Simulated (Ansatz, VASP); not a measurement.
ZnAg: VASP beside Ansatz

```
CELL_PARAMETERS angstrom
3.19753 0.00000 0.00000
0.00000 3.19753 0.00000
0.00000 0.00000 3.19753
ATOMIC_POSITIONS crystal
Zn 0.50000 0.50000 0.50000
Ag 0.00000 0.00000 0.00000
```

Change from the starting cell: volume scaled by 1.04, PAW files.

Alike in both runs: task electric field gradients; functional LDA; k mesh 12 × 12 × 12; occupations fermi-dirac, width 0.03 eV; no spin polarisation.

|  | VASP | Ansatz |
| --- | --- | --- |
| version | VASP 6.6.1 | Ansatz 0.2.0 |
| potentials or method | VASP PAW LDA potentials, release 64 (Zn, Ag) | PAW with Ansatz's default frozen-core files, scalar-relativistic |
| plane-wave cutoff (eV) | 520 | 420 |
| valence electrons in the cell | 23 | 31 |

```tsv
	VASP	Ansatz	Ansatz less VASP
pressure (GPa)	-10.7	-11.0	-0.36
```

LDA's correlation is that of Perdew and Zunger in VASP and of Perdew and Wang (1992) in Ansatz. VASP's potentials hold 23 valence electrons a cell and Ansatz's 31, so a difference there can come from the potentials and not from the codes.
